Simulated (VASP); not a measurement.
NiO: single point with PBE

Crystal: NiO.

```
Ni O
1.0
     0.00000    2.09969    2.09969
     2.09969    0.00000    2.09969
     2.09969    2.09969    0.00000
Ni O
1 1
Direct
  0.00000 0.00000 0.00000
  0.50000 0.50000 0.50000
```

```yaml
Program: VASP 6.6.1
Task: single point
Functional: PBE
Potentials_or_basis: VASP PAW PBE potentials, release 64 (Ni, O)
Cutoff: 520 eV
k_mesh: 18 × 18 × 18
Occupations: gaussian, width 0.1 eV
Spin: collinear spin, ferromagnetic start
Starting_moments: "[1.6, 0.32] μB"
```

The pressure is 1.6 GPa, the net moment is 1.74 μB per cell and the site moments are Ni +1.43; O +0.26 μB. The valence electrons inside the program's atomic spheres are Ni 8.96; O 4.97.

Levels at points of the mesh, in eV from the Fermi level:
Spin up:
| k point | band 7 | band 8 | band 9 | band 10 | band 11 | band 12 |
| --- | --- | --- | --- | --- | --- | --- |
| (0.00, 0.00, 0.00) | -2.61 | -2.61 | -2.61 | 1.44 | 17.80 | 18.80 |
| (0.50, 0.00, 0.00) | -1.42 | 0.26 | 0.26 | 5.56 | 9.80 | 13.90 |
| (0.50, 0.50, 0.00) | -2.26 | -1.64 | -1.64 | 6.02 | 10.46 | 12.15 |
Spin down:
```tsv
k point	band 3	band 4	band 5	band 6	band 7	band 8	band 9	band 10	band 11	band 12
(0.00, 0.00, 0.00)	-2.44	-2.44	-1.81	-1.81	-1.81	-0.58	-0.58	1.78	17.74	19.01
(0.50, 0.00, 0.00)	-4.71	-4.71	-0.94	-0.94	-0.58	2.17	2.17	5.72	10.31	14.18
(0.50, 0.50, 0.00)	-3.76	-3.76	-2.75	-0.76	-0.76	-0.17	0.34	6.47	10.80	12.41
```

It took 3.1 min on 1 thread of Intel Xeon 8259CL (shared host), peak memory 0.23 GiB.

Caveat: a cell with one magnetic atom can't hold antiferromagnetic order, which such compounds often take; semilocal functionals often make such compounds metallic where correlation or magnetic order opens a gap, which also shifts bond lengths. With open d or f shells a metallic result of PBE can be an artefact of self-interaction; +U or a hybrid may open a gap.
